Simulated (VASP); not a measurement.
**CaO: relaxation of cell and atoms with PBE**

Crystal: CaO.

```
Ca O
1.0
     3.30049    0.00000    0.00000
    -1.65025    2.85831    0.00000
     0.00000    0.00000    2.99871
Ca O
1 1
Direct
  0.00000 0.00000 0.00000
  0.33333 0.66667 0.50000
```

```
Program                : VASP 6.6.1
Task                   : relaxation of cell and atoms
Functional             : PBE
Potentials or basis    : VASP PAW PBE potentials, release 64 (Ca_sv, O)
Cutoff                 : 600 eV
k mesh                 : 12 × 12 × 8
Occupations            : gaussian, width 0.02 eV
Spin                   : no spin polarisation
Dipole correction      : no
Further INCAR settings : ALGO = Normal; EDIFF = 1e-06; IBRION = 2; EDIFFG = -0.01; NSW = 100; ISIF = 3
```

```
Relaxed volume                         : 14.20 Å³/atom
Relaxed cell                           : a = 3.305 Å, b = 3.305 Å, c = 3.004 Å, α = 90.00°, β = 90.00°, γ = 120.00°
Space group after relaxing (to 0.05 Å) : P-6m2 (No. 187)
Energy gained by relaxing              : 0.1 meV/atom
Ionic steps                            : 3
Pressure after relaxing                : 0.0 GPa
Band gap on the k mesh                 : 3.31 eV, direct
```

Stress tensor (GPa, compression positive):
```
 0.02  0.00  0.00
 0.00  0.02  0.00
 0.00  0.00 -0.07
```

Step by step:
| step | energy change (eV) | largest force (eV/Å) | pressure (GPa) | volume (Å³) |
| --- | --- | --- | --- | --- |
| 1 | 0.0000 | 0.0000 | 0.44 | 28.29 |
| 2 | -0.0001 | 0.0000 | -0.13 | 28.45 |
| 3 | -0.0002 | 0.0000 | -0.01 | 28.41 |

Final structure:
```xyz
2
Lattice="3.3046 0.0000 0.0000 -1.6523 2.8619 0.0000 0.0000 0.0000 3.0037" Properties=species:S:1:pos:R:3 pbc="T T T"
Ca    0.0000    0.0000    0.0000
O     0.0000    1.9079    1.5019
```

Levels at points of the mesh, in eV from the valence-band top:
```tsv
k point	band 5	band 6	band 7	band 8	band 9	band 10	band 11	band 12
(0.00, 0.00, 0.00)	-15.80	-0.80	-0.80	0.00	3.31	4.40	7.37	7.37
(0.50, 0.00, 0.00)	-14.95	-2.63	-0.55	-0.51	3.75	6.84	8.28	8.59
(0.00, 0.00, 0.50)	-14.65	-3.00	-0.51	-0.51	6.19	6.19	6.62	7.33
(0.50, 0.00, 0.50)	-15.23	-2.08	-1.76	-1.26	5.06	6.58	8.71	8.86
```

It took 55 s on 1 thread of Intel Xeon 6975P-C, with other jobs on the host, peak memory 0.19 GiB.

A k mesh can miss the band edges. As with any semilocal functional, this PBE gap is likely too small.
